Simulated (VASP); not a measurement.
Wanted: the native input for a VASP 6.6.1 run.

| Property | Result |
| --- | --- |
| Task | single point |
| Functional | LDA |
| Potentials or basis | VASP PAW LDA potentials, release 64 (Ca_sv, Si) |
| Cutoff | 520 eV |
| k mesh | 8 × 8 × 8 |
| Occupations | gaussian, width 0.05 eV |
| Spin | no spin polarisation |
| Dipole correction | no |
| Further INCAR settings | ALGO = Fast; EDIFF = 1e-06; NBANDS = 19 |

The structure of Ca2Si lies in POSCAR:

```
Ca2Si
1.0
    0.0000000000      3.4199606202      3.6652565209
    3.4199606202      0.0000000000      3.6652565209
    3.4199606202      3.4199606202      0.0000000000
Ca Si
2 1
Direct
    0.7267257627      0.7267257627      0.7732742373
    0.2732742373      0.2732742373      0.2267257627
    0.0000000000      0.0000000000      0.0000000000
```

This cell differs from its parent crystal: mode 6 frozen in at -0.163 Å, strain +e along z and -e/2 along x and y +0.0467.

The input as run:

INCAR

```
  PREC = Accurate
  ENCUT = 520
  EDIFF = 1E-6
  ISMEAR = 0
  SIGMA = 0.05
  LREAL = F
  LASPH = T
  NELM = 100
  ALGO = Fast
  ISIF = 2
  LWAVE = F
  LCHARG = T
  GGA = CA
  LELF = T
  LVHAR = T
  NBANDS = 19
```

KPOINTS

```
Automatic mesh
0
Gamma
  8 8 8
```

Potentials or basis: VASP PAW LDA potentials, release 64 (Ca_sv, Si).

The run is started by

```console
$ cat potpaw_LDA.64/Ca_sv/POTCAR potpaw_LDA.64/Si/POTCAR > POTCAR
$ mpirun -np 1 vasp_std > vasp.out
```

It gave:

| Quantity | Value |
| --- | --- |
| Pressure | 0.6 GPa |
| Largest force | 0.759 eV/Å |

Caveat: the cell differs from its parent crystal (mode 6 frozen in at -0.163 Å, strain +e along z and -e/2 along x and y +0.0467).

Wall time 120 s on 1 thread of Intel(R) Xeon(R) 6975P-C (Granite Rapids) (shared host), peak memory 0.29 GiB.
